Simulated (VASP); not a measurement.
Write the native input for VASP 6.6.1 that does the following.

```yaml
Task: relaxation of cell and atoms
Functional: PBE
Potentials_or_basis: VASP PAW PBE potentials, release 64 (Pt, Br)
Cutoff: 600 eV
k_mesh: 6 × 6 × 4
Occupations: gaussian, width 0.1 eV
Spin: no spin polarisation
Dipole_correction: no
Further_INCAR_settings: ALGO = Normal; EDIFF = 1e-06; IBRION = 2; EDIFFG = -0.04; NSW = 90; ISIF = 3
```

The structure of Pt3Br2 lies in POSCAR:

```
Pt3Br2
1.0
    4.2385939341      0.0000000000      0.0000000000
   -2.1192969670      3.6707300232      0.0000000000
    0.0000000000      0.0000000000      6.5945636589
Pt Br
3 2
Direct
    0.0000000000      0.0000000000      0.0000000000
    0.3333333333      0.6666666667      0.6450000000
    0.6666666667      0.3333333333      0.3550000000
    0.3333333333      0.6666666667      0.2450000000
    0.6666666667      0.3333333333      0.7550000000
```

The input as run:

INCAR

```
ALGO     = Normal         # electronic algorithm
EDIFF    = 1E-6           # SCF threshold, eV
EDIFFG   = -0.04          # ionic threshold
ENCUT    = 600            # plane-wave cutoff, eV
GGA      = PE             # functional
IBRION   = 2              # ionic algorithm
ISIF     = 3              # what is computed and relaxed
ISMEAR   = 0              # smearing method
LASPH    = True           # aspherical terms in the spheres
LCHARG   = False          # write CHGCAR
LREAL    = False          # projectors in reciprocal space
LWAVE    = False          # write WAVECAR
NELM     = 80             # most SCF steps
NSW      = 90             # ionic steps
PREC     = Accurate       # precision mode
SIGMA    = 0.1            # smearing width, eV
```

KPOINTS

```
k-points
0
Gamma
  6 6 4
```

Potentials or basis: VASP PAW PBE potentials, release 64 (Pt, Br).

Command:

```bash
$ cat potpaw_PBE.64/Pt/POTCAR potpaw_PBE.64/Br/POTCAR > POTCAR
$ mpirun -np 1 vasp_std > vasp.out
```

Results of the run:

| Quantity | Value |
| --- | --- |
| Relaxed volume | 23.41 Å³/atom |
| Relaxed cell | a = 3.977 Å, b = 3.977 Å, c = 8.547 Å, α = 90.00°, β = 90.00°, γ = 120.00° |
| Space group after relaxing (to 0.1 Å) | P-3m1 (No. 164) |
| Energy gained by relaxing | 401.6 meV/atom |
| Ionic steps | 39 |
| Pressure after relaxing | 0.0 GPa |
| Largest force after relaxing | 0.032 eV/Å |
| Band gap on the k mesh | zero (bands 22 and 23 overlap by 0.25 eV) |

Caveat: a cell axis changed by over 15 % at a fixed basis, so the end point is rough; spin-orbit coupling is left out, which moves the levels of the heavy elements.

It took 32 min on 1 thread of Intel(R) Xeon(R) Platinum 8259CL CPU @ 2.50GHz (Skylake/Cascade Lake) (shared host), peak memory 0.32 GiB.
